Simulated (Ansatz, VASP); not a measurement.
**Two plane-wave programs on PbF2**

The input INCAR:

```
SYSTEM = PbF2
PREC     = Accurate       ! precision mode
ENCUT    = 520            ! plane-wave cutoff, eV
EDIFF    = 1E-8           ! SCF threshold, eV
ISMEAR   = -1             ! smearing method
SIGMA    = 0.02           ! smearing width, eV
LREAL    = .False.        ! projectors in reciprocal space
LASPH    = .True.         ! aspherical terms in the spheres
NELM     = 150            ! most SCF steps
ALGO     = Normal         ! electronic algorithm
ISIF     = 2              ! what is computed and relaxed
LWAVE    = .False.        ! write WAVECAR
LCHARG   = .False.        ! write CHGCAR
MAGMOM   = 0 0 0 0 0 0 0 0 0 0 0 0 0 0 0 0 0 0 0 0 0 0 0 0 0 0 0 0 0 0 0 0 0 0 0 0 ! initial moments
LORBIT   = 11             ! projections on sites
LSORBIT  = .True.         ! spin-orbit coupling
GGA_COMPAT= .False.      
LORBMOM  = .True.       
GGA      = PE             ! functional
LEFG     = .True.       
NBANDS   = 134            ! bands
```

File KPOINTS:

```
Automatic mesh
0
Gamma
  3 5 3
  0 0 0
```

File POSCAR:

```
PbF2
1.0
    6.4400000000      0.0000000000      0.0000000000
    0.0000000000      3.8990000000      0.0000000000
    0.0000000000      0.0000000000      7.6510000000
Pb F
4 8
Direct
    0.2556530546      0.2500000000      0.1049836709
    0.2443469454      0.7500000000      0.6049836709
    0.7556530546      0.2500000000      0.3950163291
    0.7443469454      0.7500000000      0.8950163291
    0.8591749973      0.2500000000      0.0675376107
    0.6408250027      0.7500000000      0.5675376107
    0.3591749973      0.2500000000      0.4324623893
    0.1408250027      0.7500000000      0.9324623893
    0.4749521863      0.2500000000      0.8440020086
    0.0250478137      0.7500000000      0.3440020086
    0.9749521863      0.2500000000      0.6559979914
    0.5250478137      0.7500000000      0.1559979914
```

Input for Ansatz:

```yaml
crystal:
  lattice:
    - [6.44, 0.0, 0.0]
    - [0.0, 3.899, 0.0]
    - [0.0, 0.0, 7.651]
  atoms:
    - { symbol: Pb, position: [0.2556530546, 0.25, 0.1049836709] }
    - { symbol: Pb, position: [0.2443469454, 0.75, 0.6049836709] }
    - { symbol: Pb, position: [0.7556530546, 0.25, 0.3950163291] }
    - { symbol: Pb, position: [0.7443469454, 0.75, 0.8950163291] }
    - { symbol: F, position: [0.8591749973, 0.25, 0.0675376107] }
    - { symbol: F, position: [0.6408250027, 0.75, 0.5675376107] }
    - { symbol: F, position: [0.3591749973, 0.25, 0.4324623893] }
    - { symbol: F, position: [0.1408250027, 0.75, 0.9324623893] }
    - { symbol: F, position: [0.4749521863, 0.25, 0.8440020086] }
    - { symbol: F, position: [0.0250478137, 0.75, 0.3440020086] }
    - { symbol: F, position: [0.9749521863, 0.25, 0.6559979914] }
    - { symbol: F, position: [0.5250478137, 0.75, 0.1559979914] }
kpoints:
  mp_grid: { grid: [3, 5, 3] }
scf:
  occupations: { method: fermi_dirac, width: 0.02 }
hamiltonian:
  xc: pbe
  pseudopotentials: { kind: paw_fr }
output:
  forces: true
  stress: true
  populations: true
  efg: { contact_densities: true }
magnetization:
  noncollinear: true
  spin_orbit: true
```

Alike in both runs: task electric field gradients; functional PBE; k mesh 3 × 5 × 3; occupations fermi-dirac, width 0.02 eV; non-collinear spin, spin-orbit coupling.

|  | VASP | Ansatz |
| --- | --- | --- |
| version | VASP 6.6.1 | Ansatz 0.2.0 |
| potentials or method | VASP PAW PBE potentials, release 64 (Pb_d, F) | plane-wave PAW |
| plane-wave cutoff (eV) | 520 | 420 |
| valence electrons in the cell | 112 | 112 |

```csv
,VASP,Ansatz,Ansatz less VASP
pressure (GPa),2.4,2.6,+0.19
"traceless stress, the component that is largest in VASP (GPa)",0.15,0.16,+0.008
rms of the force components (eV/Å),0.006,0.018,+0.0121
size of Vzz on the site where it differs most (V/Å²),35.1,41.7,+6.65
```

Atom by atom the forces differ by 0.012 eV/Å (rms over components). The functional is the same, so the differences come from potentials, cutoffs and numerics.
